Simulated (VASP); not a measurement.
# Hf2Zr (I4/mmm) in VASP: single point with PBE

Aim: the single point of Hf2Zr with PBE.

Everything below comes from runs of VASP 6.6.1. Logs are shortened: lines on timing, memory, paths and dates and some standing lists are left out, and cuts for length are marked.

## Step 1: The cell of the first run

Symmetry: I4/mmm, No. 139, tetragonal system. Conventional cell: a = 3.760 Å, b = 3.760 Å, c = 9.563 Å, α = 90.00°, β = 90.00°, γ = 90.00°. Within 4.1 Å of Zr (site symmetry 4/mmm) lie 10 Hf at 3.10 to 3.18 Å and 4 Zr at 3.76 Å. Hf (site symmetry 4mm) has 9 Hf at 3.09 to 3.76 Å and 5 Zr at 3.10 to 3.18 Å within 4.1 Å.

## Step 2: Single point, PBE

Input file INCAR:

```
ALGO = Fast
EDIFF = 1E-6
ENCUT = 520
GGA = PE
ISIF = 2
ISMEAR = 0
LASPH = T
LCHARG = T
LELF = T
LREAL = F
LVHAR = T
LWAVE = F
NBANDS = 23
NELM = 100
PREC = Accurate
SIGMA = 0.1
```

Input file KPOINTS:

```
k-points
0
Gamma
  18 18 18
```

Input file POSCAR:

```
Hf2Zr
1.0
   -1.8801179111      1.8801179111      4.7814555911
    1.8801179111     -1.8801179111      4.7814555911
    1.8801179111      1.8801179111     -4.7814555911
Zr Hf
1 2
Direct
    0.0000000000      0.0000000000      0.0000000000
    0.6674349138      0.6674349138      0.0000000000
    0.3325650862      0.3325650862      0.0000000000
```

Potentials or basis: VASP PAW PBE potentials, release 64 (Zr_sv, Hf_pv).

Run with:

```sh
$ cat potpaw_PBE.64/Zr_sv/POTCAR potpaw_PBE.64/Hf_pv/POTCAR > POTCAR
$ mpirun -np 1 vasp_std > vasp.out
```

OUTCAR:

```text
EDIFF = 1E-6
   ENCUT = 520
   GGA = PE
   ISIF = 2
   ISMEAR = 0
   LASPH = T
   LREAL = F
   NELM = 100
   PREC = Accurate

 ion  position               nearest neighbor table
   1  0.000  0.000  0.000-   2 3.10   2 3.10   3 3.10   3 3.10   2 3.10   2 3.10   3 3.10   3 3.10
                             2 3.18   3 3.18
   2  0.667  0.667  0.000-   3 3.09   3 3.09   3 3.09   3 3.09   1 3.10   1 3.10   1 3.10   1 3.10
                             1 3.18   3 3.20
   3  0.333  0.333  0.000-   2 3.09   2 3.09   2 3.09   2 3.09   1 3.10   1 3.10   1 3.10   1 3.10
                             1 3.18   2 3.20

  LATTYP: Found a body centered tetragonal cell.
 ALAT       =     3.7602358222
 C/A-ratio  =     2.5431679380

  Lattice vectors:

 A1 = (  -1.8801179111,   1.8801179111,   4.7814555911)
 A2 = (   1.8801179111,  -1.8801179111,   4.7814555911)
 A3 = (   1.8801179111,   1.8801179111,  -4.7814555911)

Analysis of symmetry for initial positions (statically):
=====================================================================
 Subroutine PRICEL returns:
 Original cell was already a primitive cell.

 Routine SETGRP: Setting up the symmetry group for a
 body centered tetragonal supercell.

 Subroutine GETGRP returns: Found 16 space group operations
 (whereof 16 operations were pure point group operations)
 out of a pool of 16 trial point group operations.

The static configuration has the point symmetry D_4h.

Analysis of symmetry for dynamics (positions and initial velocities):
=====================================================================
 Subroutine PRICEL returns:
 Original cell was already a primitive cell.

 Routine SETGRP: Setting up the symmetry group for a
 body centered tetragonal supercell.

 Subroutine GETGRP returns: Found 16 space group operations
 (whereof 16 operations were pure point group operations)
 out of a pool of 16 trial point group operations.

The dynamic configuration has the point symmetry D_4h.

 Subroutine INISYM returns: Found 16 space group operations
 (whereof 16 operations are pure point group operations),
 and found     1 'primitive' translations

----------------------------------------------------------------------------------------

                                     Primitive cell

[... 88 lines left out ...]
   LSORBIT =      F    spin-orbit coupling
   LASPH  =      T    aspherical Exc in radial PAW
   ENCUT  =  520.0 eV  38.22 Ry    6.18 a.u.  10.17 10.17 10.17*2*pi/ulx,y,z
   NELM   =    100;   NELMIN=  2; NELMDL= -5     # of ELM steps
   EDIFF  = 0.1E-05   stopping-criterion for ELM
   LREAL  =      F    real-space projection
   EDIFFG = 0.1E-04   stopping-criterion for IOM
   NSW    =      0    number of steps for IOM
   IBRION =     -1    ionic relax: 0-MD 1-quasi-New 2-CG
   NFREE  =      0    steps in history (QN), initial steepest desc. (CG)
   ISIF   =      2    stress and relaxation
   ISYM   =      2    0-nonsym 1-usesym 2-fastsym
   POTIM  = 0.5000    time-step for ionic-motion
   TEBEG  =    0.0;   TEEND  =   0.0 temperature during run
   PSTRESS=    0.0 pullay stress
   NELECT =      32.0000    total number of electrons
   NUPDOWN=      -1.0000    fix difference up-down
   EMIN   =  10.00;   EMAX   =-10.00  energy-range for DOS
   EFERMI =   0.00;   METHOD = LEGACY
   ISMEAR =     0;   SIGMA  =   0.10  broadening in eV -4-tet -1-fermi 0-gaus
   EFERMI_NEDOS =   21; number of points for ismear=-14 and -15
   IALGO  =     68    algorithm
   IMIX   =      4    mixing-type and parameters
     AMIX     =   0.40;   BMIX     =  1.00
     AMIX_MAG =   1.60;   BMIX_MAG =  1.00
  volume/ion in A,a.u.               =      22.54       152.08
  Fermi-wavevector in a.u.,A,eV,Ry     =   1.275836  2.410980 22.146972  1.627757
  Thomas-Fermi vector in A             =   2.408526
   LORBIT       =      0    0 simple, 1 ext, 2 COOP (PROOUT), +10 PAW based schemes
   GGA     = PE    functional components
   LHFCALC =     F    Hartree Fock is set to
   AEXX    =    0.0000 exact exchange contribution
   IVDW    =     0    specifies the selected vdW correction
   LEPSILON=     F    determine dielectric tensor
   LRPA    =     F    only Hartree local field effects (RPA)
 non-spin polarized calculation
 RMM-DIIS sequential band-by-band and
 Gauss-broadening in eV      SIGMA  =   0.10
  energy-cutoff  :      520.00
  volume of cell :       67.61
 maximum number of plane-waves:      1842
 NGX is ok and might be reduce to    42
   NGX = 21   NGY = 21   NGZ = 21

 number of electron      32.0000001 magnetization

 Free energy of the ion-electron system (eV)
  ---------------------------------------------------
  ext. energy  EPLUGINS =         0.00000000
  ---------------------------------------------------
  free energy    TOTEN  =       -28.03040754 eV

  energy without entropy =      -28.00714926  energy(sigma->0) =      -28.01877840

 E-fermi :   6.1018     XC(G=0): -11.2377

 val. band max:        6.1017349795   @ k =   0.3889   0.2778   0.1111
 cond. band min:       6.1068464865   @ k =   0.3889   0.3333  -0.0000
 fundamental gap:      0.0051115070
 Fermi energy:         6.1018292022

 k-point     1 :       0.0000    0.0000    0.0000
  band No.  band energies     occupation
      1     -42.1688      2.00000
      2     -24.3934      2.00000
      3     -24.3081      2.00000
      4     -24.3081      2.00000
      5     -24.0359      2.00000
      6     -24.0231      2.00000
[... 613 lines left out ...]
     22       8.3533      0.00000
     23       8.8664      0.00000

 [... further k-points ...]

------------------------ aborting loop because EDIFF is reached ----------------------------------------

  FORCE on cell =-STRESS in cart. coord.  units (eV):
  Direction    XX          YY          ZZ          XY          YZ          ZX
  --------------------------------------------------------------------------------------
  -------------------------------------------------------------------------------------
  Total       -0.1069712     -0.1069712     -0.1228556      0.0000000      0.0000000      0.0000000
  in kB       -2.5350548     -2.5350548     -2.9114886      0.0000000      0.0000000      0.0000000
  external PRESSURE =      -2.6605327 kB  Pullay stress =       0.0000000 kB

 VOLUME and BASIS-vectors are now :
 -----------------------------------------------------------------------------
  energy-cutoff  :      520.00
  volume of cell :       67.61
      direct lattice vectors                 reciprocal lattice vectors
    -1.880117911  1.880117911  4.781455591     0.000000000  0.265940767  0.104570667
     1.880117911 -1.880117911  4.781455591     0.265940767  0.000000000  0.104570667
     1.880117911  1.880117911 -4.781455591     0.265940767  0.265940767  0.000000000

 POSITION                                       TOTAL-FORCE (eV/Angst)
 -----------------------------------------------------------------------------------
      0.00000      0.00000      0.00000         0.000000      0.000000     -0.000000
      0.00000      0.00000      6.38262         0.000000      0.000000     -0.001105
      0.00000      0.00000      3.18029        -0.000000     -0.000000      0.001105
 -----------------------------------------------------------------------------------
    total drift:                                0.000000      0.000000     -0.000000

  FREE ENERGIE OF THE ION-ELECTRON SYSTEM (eV)
  ---------------------------------------------------
  free  energy   TOTEN  =       -28.0304075414 eV

  energy  without entropy=      -28.0071492601  energy(sigma->0) =      -28.01877840
```

OSZICAR:

```text
N       E                     dE             d eps       ncg     rms          rms(c)
DAV:   1     0.176754510946E+03    0.17675E+03   -0.17502E+04 22080   0.136E+03
DAV:   2    -0.193166283853E+02   -0.19607E+03   -0.18788E+03 25888   0.344E+02
DAV:   3    -0.287739798337E+02   -0.94574E+01   -0.89555E+01 39421   0.509E+01
[... 14 lines left out ...]
RMM:  18    -0.280303998465E+02   -0.45355E-05   -0.38650E-05 28185   0.258E-02    0.712E-02
RMM:  19    -0.280304031955E+02   -0.33490E-05   -0.27659E-05 27050   0.236E-02    0.230E-02
RMM:  20    -0.280304050166E+02   -0.18210E-05   -0.18204E-05 22461   0.158E-02    0.222E-02
RMM:  21    -0.280304065646E+02   -0.15481E-05   -0.12970E-05 21716   0.145E-02    0.604E-03
RMM:  22    -0.280304075414E+02   -0.97680E-06   -0.91314E-06 20468   0.114E-02
   1 F= -.28030408E+02 E0= -.28018778E+02  d E =-.232583E-01
```

stdout:

```text
POSCAR found type information on POSCAR ZrHf
 POSCAR found :  2 types and       3 ions
 scaLAPACK will be used
 LDA part: xc-table for (Slater+PW92), standard interpolation
 POSCAR, INCAR and KPOINTS ok, starting setup
 FFT: planning ... GRIDC
 FFT: planning ... GRID_SOFT
 FFT: planning ... GRID
 WAVECAR not read
 entering main loop
WARNING in EDDRMM: call to ZHEGV failed, returncode =   6  3     23
WARNING in EDDRMM: call to ZHEGV failed, returncode =   6  3     18
WARNING in EDDRMM: call to ZHEGV failed, returncode =   8  4     19
WARNING in EDDRMM: call to ZHEGV failed, returncode =   6  3     19
WARNING in EDDRMM: call to ZHEGV failed, returncode =   8  4     21
WARNING in EDDRMM: call to ZHEGV failed, returncode =   6  3     15
WARNING in EDDRMM: call to ZHEGV failed, returncode =   8  4     18
WARNING in EDDRMM: call to ZHEGV failed, returncode =   8  4     20
WARNING in EDDRMM: call to ZHEGV failed, returncode =   8  4     19
WARNING in EDDRMM: call to ZHEGV failed, returncode =   6  3     21
WARNING in EDDRMM: call to ZHEGV failed, returncode =   8  4     22
WARNING in EDDRMM: call to ZHEGV failed, returncode =   6  3     17
WARNING in EDDRMM: call to ZHEGV failed, returncode =   8  4     22
WARNING in EDDRMM: call to ZHEGV failed, returncode =   8  4     19
WARNING in EDDRMM: call to ZHEGV failed, returncode =   6  3     11
WARNING in EDDRMM: call to ZHEGV failed, returncode =   6  3     20
WARNING in EDDRMM: call to ZHEGV failed, returncode =   6  3     15
WARNING in EDDRMM: call to ZHEGV failed, returncode =   6  3     21
WARNING in EDDRMM: call to ZHEGV failed, returncode =   6  3     13
WARNING in EDDRMM: call to ZHEGV failed, returncode =   6  3     16
WARNING in EDDRMM: call to ZHEGV failed, returncode =   6  3     21
WARNING in EDDRMM: call to ZHEGV failed, returncode =   6  3     19
```

It took 21 min on 1 thread of Intel Xeon Platinum 8559C (Emerald Rapids), shared host; peak memory 0.82 GiB.

What came out:

* Free energy: -28.0304 eV
* Pressure: -0.3 GPa
* Band gap on the k mesh: zero (bands 16 and 17 overlap by 1.43 eV)

Levels at points of the mesh, in eV from the Fermi level:
```
           k point  band 13  band 14  band 15  band 16  band 17  band 18  band 19  band 20
(0.00, 0.00, 0.00)    -1.42    -1.28    -1.13     0.26     1.55     1.55     1.85     1.85
(0.50, 0.00, 0.00)    -2.68    -1.13    -0.41    -0.32     0.30     0.44     1.67     2.86
(0.50, 0.50, 0.00)    -1.02    -0.79    -0.71    -0.52    -0.46     0.61     0.86     2.33
(0.50, 0.50, 0.50)    -2.81    -2.47     0.82     0.82     1.04     1.04     1.42     1.54
```

Caveat: spin-orbit coupling is left out, which moves the levels of the heavy elements.
